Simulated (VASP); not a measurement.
Ru, 4 atoms in the cell. The structure is hexagonal, space group P6_3/mmc (No. 194). The conventional cell has a = 2.706 Å, b = 2.706 Å, c = 8.714 Å, α = 90.00°, β = 90.00°, γ = 120.00°. Ru (site symmetry -3m) has 12 Ru at 2.68 to 2.71 Å within 3.5 Å. Ru (site symmetry -6m2) has 12 Ru at 2.68 to 2.71 Å within 3.5 Å. 

```yaml
Program: VASP 6.6.1
Task: single point
Functional: PBE
Potentials_or_basis: VASP PAW PBE potentials, release 64 (Ru_pv)
Cutoff: 520 eV
k_mesh: 18 × 18 × 6
Occupations: gaussian, width 0.1 eV
Spin: no spin polarisation
Dipole_correction: no
Further_INCAR_settings: ALGO = Fast; EDIFF = 1e-07; NBANDS = 36
```

Potentials or basis: VASP PAW PBE potentials, release 64 (Ru_pv).

The run is started by

```sh
$ cat potpaw_PBE.64/Ru_pv/POTCAR > POTCAR
$ mpirun -np 1 vasp_std > vasp.out
```

Hardware: 1 thread of Intel(R) Xeon(R) Platinum 8259CL CPU @ 2.50GHz (Skylake/Cascade Lake) (shared host).

Task: Estimate the wall time of this run.

Result: Wall time 4.6 min on 1 thread of Intel(R) Xeon(R) Platinum 8259CL CPU @ 2.50GHz (Skylake/Cascade Lake), with other jobs on the host, peak memory 0.32 GiB. Counts: scf iterations 18, k points 148.
